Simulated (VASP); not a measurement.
# GaP (F-43m) in VASP: settings compared, part 2 of 2

VASP 6.6.1.

**5. Relaxation of cell and atoms, BLYP+D4**

Input file INCAR:

```
SYSTEM = GaP
  AGGAC = 1.0
  AGGAX = 1.0
  ALDAC = 0.0
  ALDAX = 1.0
  ALGO = Normal
  EDIFF = 1E-7
  EDIFFG = -0.01
  ENCUT = 600
  GGA = B5
  IBRION = 2
  ISIF = 3
  ISMEAR = -1
  IVDW = 13
  LASPH = .True.
  LCHARG = .False.
  LREAL = .False.
  LWAVE = .False.
  NELM = 60
  NSW = 60
  PREC = Accurate
  SIGMA = 0.05
  VDW_A1 = 0.44488865
  VDW_A2 = 4.0933009
  VDW_S6 = 1.0
  VDW_S8 = 2.34076671
```

Input file KPOINTS:

```
k-points
0
Gamma
  8 8 8
  0 0 0
```

Input file POSCAR:

```
GaP
1.0
    0.0000000000      2.7252500000      2.7252500000
    2.7252500000      0.0000000000      2.7252500000
    2.7252500000      2.7252500000      0.0000000000
Ga P
1 1
Direct
    0.0000000000      0.0000000000      0.0000000000
    0.7500000000      0.7500000000      0.7500000000
```

Potentials or basis: VASP PAW PBE potentials, release 64 (Ga_d, P).

The run is started by

```bash
$ cat potpaw_PBE.64/Ga_d/POTCAR potpaw_PBE.64/P/POTCAR > POTCAR
$ mpirun -np 1 vasp_std > vasp.out
```

OUTCAR:

```text
SYSTEM = GaP
   EDIFF = 1E-7
   EDIFFG = -0.01
   ENCUT = 600
   GGA = B5
   IBRION = 2
   ISIF = 3
   ISMEAR = -1
   IVDW = 13
   LASPH = .True.
   LREAL = .False.
   NELM = 60
   NSW = 60
   PREC = Accurate

 ion  position               nearest neighbor table
   1  0.000  0.000  0.000-   2 2.36   2 2.36   2 2.36   2 2.36
   2  0.750  0.750  0.750-   1 2.36   1 2.36   1 2.36   1 2.36

  LATTYP: Found a face centered cubic cell.
 ALAT       =     5.4505000000

  Lattice vectors:

 A1 = (   0.0000000000,   2.7252500000,   2.7252500000)
 A2 = (   2.7252500000,   0.0000000000,   2.7252500000)
 A3 = (   2.7252500000,   2.7252500000,   0.0000000000)

Analysis of symmetry for initial positions (statically):
[... 5 lines left out ...]
 face centered cubic supercell.

 Subroutine GETGRP returns: Found 24 space group operations
 (whereof 24 operations were pure point group operations)
 out of a pool of 48 trial point group operations.

The static configuration has the point symmetry T_d .

Analysis of symmetry for dynamics (positions and initial velocities):
[... 5 lines left out ...]
 face centered cubic supercell.

 Subroutine GETGRP returns: Found 24 space group operations
 (whereof 24 operations were pure point group operations)
 out of a pool of 48 trial point group operations.

The dynamic configuration has the point symmetry T_d .

 Subroutine INISYM returns: Found 24 space group operations
 (whereof 24 operations are pure point group operations),
 and found     1 'primitive' translations

[... 138 lines left out ...]
  ext. energy  EPLUGINS =         0.00000000
  ---------------------------------------------------
  free energy    TOTEN  =        -7.74744399 eV

  energy without entropy =       -7.74744398  energy(sigma->0) =       -7.74744398

------------------------ aborting loop because EDIFF is reached ----------------------------------------

  DFT-D4 for vdW energy calculation

  Edisp (eV):   -1.57079
[... 71 lines left out ...]
--------------------------------------- Ionic step        3  -------------------------------------------

 number of electron      18.0000004 magnetization

 Free energy of the ion-electron system (eV)
  ---------------------------------------------------
  ext. energy  EPLUGINS =         0.00000000
  ---------------------------------------------------
  free energy    TOTEN  =        -7.74191136 eV

  energy without entropy =       -7.74191136  energy(sigma->0) =       -7.74191136

 E-fermi :   5.9305     XC(G=0):  -9.2731

 val. band max:        5.1011383267   @ k =   0.0000   0.0000   0.0000
 cond. band min:       6.7934791430   @ k =   0.5000   0.0000   0.0000
 fundamental gap:      1.6923408163
 Fermi energy:         5.9304764319

 k-point     1 :       0.0000    0.0000    0.0000
  band No.  band energies     occupation
      1      -9.5270      2.00000
      2      -9.5270      2.00000
      3      -9.5270      2.00000
      4      -9.4264      2.00000
      5      -9.4264      2.00000
      6      -7.3918      2.00000
      7       5.1011      2.00000
      8       5.1011      2.00000
      9       5.1011      2.00000
     10       6.8566      0.00000
     11       9.0445      0.00000
     12       9.0445      0.00000
     13       9.0445      0.00000
[... 354 lines left out ...]
  band No.  band energies     occupation
      1      -9.6141      2.00000
      2      -9.4959      2.00000
      3      -9.4839      2.00000
      4      -9.4313      2.00000
      5      -9.4191      2.00000
      6      -4.9386      2.00000
      7      -1.3163      2.00000
      8       1.9499      2.00000
      9       3.1928      2.00000
     10       8.5871      0.00000
     11       9.5425      0.00000
     12      11.6108      0.00000
     13      13.1507      0.00000

 [... further k-points ...]

------------------------ aborting loop because EDIFF is reached ----------------------------------------

  DFT-D4 for vdW energy calculation

  Edisp (eV):   -1.57644
[... 25 lines left out ...]
  FREE ENERGIE OF THE ION-ELECTRON SYSTEM (eV)
  ---------------------------------------------------
  free  energy   TOTEN  =        -9.3183516073 eV

  energy  without entropy=       -9.3183516059  energy(sigma->0) =       -9.31835161

 reached required accuracy - stopping structural energy minimisation
```

Run time: 66 s. Hardware: 1 thread of Intel Xeon 6975P-C (Granite Rapids), shared host; peak memory 0.19 GiB.

Results:

| Property | Result |
| --- | --- |
| Free energy | -9.3184 eV |
| Relaxed volume | 20.17 Å³/atom |
| Relaxed cell | a = 3.850 Å, b = 3.850 Å, c = 3.850 Å, α = 60.00°, β = 60.00°, γ = 60.00° |
| Space group after relaxing (to 0.05 Å) | F-43m (No. 216) |
| Energy gained by relaxing | 0.1 meV/atom |
| Ionic steps | 3 |
| Pressure after relaxing | 0.0 GPa |
| Band gap on the k mesh | 1.69 eV, indirect (least direct gap 1.76 eV) |
| Dispersion energy per atom | -0.788 eV |

Step by step:
```csv
step,energy change (eV),largest force (eV/Å),pressure (GPa),volume (Å³)
1,0.0000,0.0000,-0.28,40.48
2,-0.0001,0.0000,0.18,40.27
3,-0.0001,0.0000,-0.02,40.35
```

Final structure:
```
CELL_PARAMETERS angstrom
0.00000 2.72223 2.72223
2.72223 0.00000 2.72223
2.72223 2.72223 0.00000
ATOMIC_POSITIONS crystal
Ga 0.00000 0.00000 0.00000
P 0.75000 0.75000 0.75000
```

Levels at points of the mesh, in eV from the valence-band top:
| k point | band 6 | band 7 | band 8 | band 9 | band 10 | band 11 | band 12 | band 13 |
| --- | --- | --- | --- | --- | --- | --- | --- | --- |
| (0.00, 0.00, 0.00) | -12.49 | 0.00 | 0.00 | 0.00 | 1.76 | 3.94 | 3.94 | 3.94 |
| (0.50, 0.00, 0.00) | -10.45 | -6.61 | -1.11 | -1.11 | 1.69 | 4.82 | 4.82 | 8.51 |
| (0.50, 0.50, 0.00) | -9.54 | -6.78 | -2.66 | -2.66 | 1.82 | 1.94 | 10.60 | 10.60 |

Caveat: the PAW data sets were made with another functional, which shifts forces and pressure a little.

**6. The runs side by side**

| task | level | cell | cutoff (eV) | smearing | gap on the mesh (eV) | pressure (GPa) | relaxed volume (Å³/atom) |
| --- | --- | --- | --- | --- | --- | --- | --- |
| single point | PBE | a = 3.854 Å, angles 60.0°, 2 atoms | 520 | gaussian 0.027 eV | 1.64 | 2.5 | - |
| single point | BLYP+D4 | a = 3.847 Å, angles 60.0°, 2 atoms | 520 | fermi-dirac 0.05 eV | 1.70 | 0.2 | - |
| relaxation of cell and atoms | BLYP+D3(BJ) | relaxed from a = 3.854 Å, angles 60.0°, 2 atoms | 600 | fermi-dirac 0.05 eV | 1.68 | 0.0 | 20.27 |
| relaxation of cell and atoms | BLYP+D4 | relaxed from a = 3.854 Å, angles 60.0°, 2 atoms | 600 | fermi-dirac 0.05 eV | 1.69 | 0.0 | 20.17 |

Alike in all rows: potentials or basis VASP PAW PBE potentials, release 64 (Ga_d, P); no spin polarisation; k mesh 8 × 8 × 8.

Caveats: the PAW data sets were made with another functional, which shifts forces and pressure a little (some runs).

Total energies depend on the potentials used, so only differences within one code and one set of settings carry meaning.

**7. How close it comes**

Step 2. Against the measured gap of GaP, 2.34 eV (indirect; 10 K; quoted in “Stacking defects in GaP nanowires: Electronic structure and optical properties”, 2018, arxiv:1810.01194), the calculated 1.64 eV is off by -0.70 eV. Spin-orbit coupling on Ga is left out. The value is that of PBE on a finite k mesh, which can miss the band edges, without temperature or zero-point motion. Semilocal functionals fall short of measured gaps as a rule.

Step 3. Measured gap of GaP: 2.34 eV (indirect; 10 K; quoted in “Stacking defects in GaP nanowires: Electronic structure and optical properties”, 2018, arxiv:1810.01194). This calculation gives 1.70 eV (-0.64 eV). Spin-orbit coupling on Ga is left out. The value is that of BLYP+D4 on a finite k mesh, which can miss the band edges, without temperature or zero-point motion. Semilocal functionals fall short of measured gaps as a rule.
